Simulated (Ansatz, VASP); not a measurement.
Two plane-wave programs on W3C

The input INCAR:

```
SYSTEM = W3C
ALGO = Normal ; DIPOL = 0.5 0.5 0.344
EDIFF = 1E-7 ; ENCUT = 520
GGA = PE ; IDIPOL = 3
ISIF = 2 ; ISMEAR = 0
LASPH = .TRUE. ; LCHARG = .TRUE.
LDIPOL = .TRUE. ; LELF = .TRUE.
LREAL = .FALSE. ; LVACPOTAV = .TRUE.
LVHAR = .TRUE. ; LWAVE = .FALSE.
NBANDS = 31 ; NELM = 80
PREC = Accurate ; SIGMA = 0.1
```

Contents of KPOINTS:

```
k-points
0
G
  9 9 1
  0 0 0
```

Contents of POSCAR:

```
W3C
1.0
    2.8545944806      0.0000000000      0.0000000000
   -1.4272972403      2.4721513377      0.0000000000
    0.0000000000      0.0000000000     21.6971108210
W C
3 1
Direct
    0.6666666667      0.3333333333      0.1843563428
    0.3333333333      0.6666666667      0.2926027619
    0.0000000000      0.0000000000      0.4008418859
    0.6666666667     -0.6666666667      0.4980898568
```

Input for Ansatz:

```yaml
crystal:
  lattice:
    - [2.8545944806, 0.0, 0.0]
    - [-1.4272972403, 2.4721513377, 0.0]
    - [0.0, 0.0, 21.697110821]
  atoms:
    - { symbol: W, position: [0.6666666667, 0.3333333333, 0.1843563428] }
    - { symbol: W, position: [0.3333333333, 0.6666666667, 0.2926027619] }
    - { symbol: W, position: [0.0, 0.0, 0.4008418859] }
    - { symbol: C, position: [0.6666666667, -0.6666666667, 0.4980898568] }
basis:
  ecutwfc: 420
kpoints:
  mp_grid: { grid: [9, 9, 1] }
hamiltonian:
  xc: pbe
scf:
  occupations: { method: gaussian, width: 0.1 }
output:
  forces: true
  eigenvalues: true
efield:
  axis: 3
  dipole_correction: true
  ramp_width: 0.04
```

Alike in both runs: task single point; functional PBE; k mesh 9 × 9 × 1; occupations gaussian, width 0.1 eV; no spin polarisation.

|  | VASP | Ansatz |
| --- | --- | --- |
| version | VASP 6.6.1 | Ansatz 0.2.0 |
| potentials or method | VASP PAW PBE potentials, release 64 (W_sv, C), cutoff 520 eV | scalar-relativistic, plane waves, PAW |
| valence electrons in the cell | 46 | 46 |

```csv
,VASP,Ansatz,Ansatz less VASP
gap on the k mesh at the Fermi level (eV),none,none,-
rms of the force components (eV/Å),1.131,1.131,-0.0005
"work function, face that differs most (eV)",4.98,4.98,-0.004
```

Atom by atom the forces differ by 0.009 eV/Å (rms over components). A gap of «none» marks a metal or a gap that the smearing closes. The functional is the same, so the differences come from potentials, cutoffs and numerics.

Neither program's run includes spin-orbit coupling.
